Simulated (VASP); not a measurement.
BaTe:

```
CELL_PARAMETERS angstrom
0.00000 3.91416 3.91416
3.91416 0.00000 3.91416
3.91416 3.91416 0.00000
ATOMIC_POSITIONS crystal
Ba 0.00000 0.00000 0.00000
Te 0.25000 0.25000 0.25000
```

Program: VASP 6.6.1. Alike in all runs: task single point; potentials or basis VASP PAW PBE potentials, release 64 (Ba_sv, Te); no spin polarisation; cell as given; k mesh 4 × 4 × 4; cutoff (eV) 520; smearing gaussian 0.01 eV. Hardware: 1 thread of Intel(R) Xeon(R) Platinum 8481C CPU @ 2.70GHz (Sapphire Rapids), on a shared host.

Order these runs on this cell by their wall time, lowest first.
A. level r2SCAN
B. level HSE06; grid for exact exchange (PRECFOCK) Normal; screening parameter 0.2079 1/Å
C. level PBE

C (11 s), A (49 s), B (470 s).
